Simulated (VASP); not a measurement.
Runs of VASP 6.6.1 on Pt. The structure is that of space group Fm-3m (No. 225), or close to it. The cells are those of the table. 

```tsv
spin	cell	k mesh	smearing	gap on the mesh (eV)	pressure (GPa)
off	a = 2.808 Å, angles 60.0°, 1 atom	14 × 14 × 14	methfessel-paxton 0.03 eV	none	-1.0
off	a = 2.808 Å, angles 60.0°, 1 atom	14 × 14 × 14	gaussian 0.01 eV	none	-1.0
off	a = 2.808 Å, angles 60.0°, 1 atom	4 × 4 × 4	fermi-dirac 0.1 eV	none	-2.4
off	a = 2.808 Å, angles 60.0°, 1 atom	14 × 14 × 14	methfessel-paxton 0.3 eV	none	-0.8
off	a = 2.808 Å, angles 60.0°, 1 atom	14 × 14 × 14	fermi-dirac 0.2 eV	none	0.4
off	a = 2.808 Å, angles 60.0°, 1 atom	14 × 14 × 14	fermi-dirac 0.1 eV	none	(a)
off	a = 2.731 Å, angles 60.0°, 1 atom	22 × 22 × 22	fermi-dirac 0.1 eV	none	25.3
collinear, ferromagnetic start	a = 2.915 Å, angles 60.0°, 1 atom	22 × 22 × 22	fermi-dirac 0.05 eV	none	(b)
```

Alike in all rows: task single point; level PBE; potentials or basis VASP PAW PBE potentials, release 64 (Pt); cutoff (eV) 520.

Q: Fill in the values left out.

A: (a) -0.5; (b) -20.8.

Caveats: some runs use coarse meshes; spin-orbit coupling is left out, which moves the levels of the heavy elements.

A k mesh can miss the band edges, and the runs leave out spin-orbit coupling on Pt.

A gap of «none» marks levels without a gap at the run's occupations.
